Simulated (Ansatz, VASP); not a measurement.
Given: the input of a run of Ansatz 0.2.0 on MnSb.

Contents of input.yaml:

```yaml
crystal:
  lattice:
    - [0.0, 2.795016, 2.795016]
    - [2.795016, 0.0, 2.795016]
    - [2.795016, 2.795016, 0.0]
  atoms:
    - { symbol: Sb, position: [0.5, 0.5, 0.5] }
    - { symbol: Mn, position: [0.0, 0.0, 0.0], spin: 4.0 }
kpoints:
  mp_grid: { grid: [8, 8, 8] }
scf:
  occupations: { method: gaussian, width: 0.02 }
hamiltonian:
  xc: lda
  pseudopotentials: { kind: all_electron, lapw: { basis_error: 0.001 } }
magnetization:
  spin_polarized: true
output:
  forces: true
  stress: true
  eigenvalues: true
```

Potentials or basis: all-electron LAPW, scalar-relativistic.

The run is started by

```bash
$ ansatz run input.yaml --threads 2 --pin off --max-ram 6144MiB --backend cpu --events-out ev --progress --plain --runs-dir out
```

Translate it to VASP 6.6.1. Potentials there: VASP PAW LDA potentials, release 64 (Sb, Mn_pv).

As run (the cutoff follows the program's own potentials):

File INCAR:

```
SYSTEM = MnSb
ALGO = Normal
EDIFF = 1E-7
ENCUT = 520
ISIF = 2
ISMEAR = 0
ISPIN = 2
LASPH = .TRUE.
LCHARG = .FALSE.
LMAXMIX = 4
LORBIT = 11
LREAL = .FALSE.
LWAVE = .FALSE.
MAGMOM = 0 4
NBANDS = 20
NELM = 150
PREC = Accurate
SIGMA = 0.02
```

Contents of KPOINTS:

```
k-points
0
G
  8 8 8
  0 0 0
```

The input POSCAR:

```
MnSb
1.0
    0.0000000000      2.7950160000      2.7950160000
    2.7950160000      0.0000000000      2.7950160000
    2.7950160000      2.7950160000      0.0000000000
Sb Mn
1 1
Direct
    0.5000000000      0.5000000000      0.5000000000
    0.0000000000      0.0000000000      0.0000000000
```

Potentials or basis: VASP PAW LDA potentials, release 64 (Sb, Mn_pv).

Launch:

```console
$ cat potpaw_LDA.64/Sb/POTCAR potpaw_LDA.64/Mn_pv/POTCAR > POTCAR
$ mpirun -np 1 vasp_std > vasp.out
```

Both were run:

|  | VASP | Ansatz | Ansatz less VASP |
| --- | --- | --- | --- |
| gap on the k mesh at the Fermi level (eV) | none | none | - |
| pressure (GPa) | -7.8 | -7.5 | +0.25 |
| net moment per atom (μB) | 1.87 | 1.87 | +0.004 |
| size of the moment on the site where the two differ most (μB) | 3.60 | 3.76 | +0.153 |

LDA's correlation is that of Perdew and Zunger in VASP and of Perdew and Wang (1992) in Ansatz. Site moments also hang on the region over which each program counts them. A gap of «none» marks a metal or a gap that the smearing closes. Ansatz ran all-electron here, and VASP with PAW potentials.

Spin-orbit coupling is off throughout.
